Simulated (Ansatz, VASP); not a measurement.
## Ta: VASP beside Ansatz

INCAR

```
SYSTEM = Ta
PREC     = Accurate       ! precision mode
ENCUT    = 520            ! plane-wave cutoff, eV
EDIFF    = 1E-6           ! SCF threshold, eV
ISMEAR   = -1             ! smearing method
SIGMA    = 0.1            ! smearing width, eV
LREAL    = .FALSE.        ! projectors in reciprocal space
LASPH    = .TRUE.         ! aspherical terms in the spheres
NELM     = 100            ! most SCF steps
ALGO     = Normal         ! electronic algorithm
ISIF     = 2              ! what is computed and relaxed
LWAVE    = .FALSE.        ! write WAVECAR
LCHARG   = .TRUE.         ! write CHGCAR
GGA      = B5             ! functional
ALDAX    = 1.0          
AGGAX    = 1.0          
AGGAC    = 1.0          
ALDAC    = 0.0          
LELF     = .TRUE.         ! ELF
LVHAR    = .TRUE.       
NBANDS   = 18             ! bands
```

KPOINTS

```
regular mesh
0
G
  14 14 13
  0 0 0
```

Contents of POSCAR:

```
Ta
1.0
   -3.4663230227      3.4669451334      1.4215693933
    3.4669451334     -3.4663230227      1.4215693933
    1.7989933317      1.7989933317     -1.4204299965
Ta
2
Direct
    0.9999515128      0.0000484872      1.0000000000
    0.7500484872      0.2499515128      0.5000000000
```

Input for Ansatz:

```yaml
crystal:
  lattice:
    - [-3.4663230227, 3.4669451334, 1.4215693933]
    - [3.4669451334, -3.4663230227, 1.4215693933]
    - [1.7989933317, 1.7989933317, -1.4204299965]
  atoms:
    - { symbol: Ta, position: [0.9999515128, 4.84872e-05, 1.0] }
    - { symbol: Ta, position: [0.7500484872, 0.2499515128, 0.5] }
hamiltonian:
  xc: blyp
  pseudopotentials:
    kind: paw
    azcp:
      Ta: "pseudopotentials/Ta.paw.azcp"
basis:
  ecutwfc: 420
  fft_grid_basis: typed
kpoints:
  mp_grid: { grid: [14, 14, 13], shift: [0, 0, 0] }
magnetization:
  spin_polarized: false
scf:
  occupations: { method: fermi_dirac, width: 0.1 }
  lower_state_search: "off"
output:
  stress: true
  write_density: true
  write_potential: true
  elf: true
  volumetric_format: npy
```

Alike in both runs: task single point; functional BLYP; k mesh 14 × 14 × 13; occupations fermi-dirac, width 0.1 eV; no spin polarisation.

|  | VASP | Ansatz |
| --- | --- | --- |
| version | VASP 6.6.1 | Ansatz 0.2.0 |
| potentials or method | VASP PAW PBE potentials, release 64 (Ta_pv), cutoff 520 eV | plane waves (420 eV) with PAW, scalar-relativistic |
| valence electrons in the cell | 22 | 26 |

|  | VASP | Ansatz | Ansatz less VASP |
| --- | --- | --- | --- |
| pressure (GPa) | 18.2 | 17.1 | -1.13 |
| traceless stress, the component that is largest in VASP (GPa) | -1.23 | -1.13 | +0.090 |

VASP's potentials were made for PBE, not for BLYP. With one functional, cell and mesh, what is left measures potentials, basis and numerics. VASP's potentials hold 22 valence electrons a cell and Ansatz's 26, so a difference there can come from the potentials and not from the codes.

Neither program's run includes spin-orbit coupling.
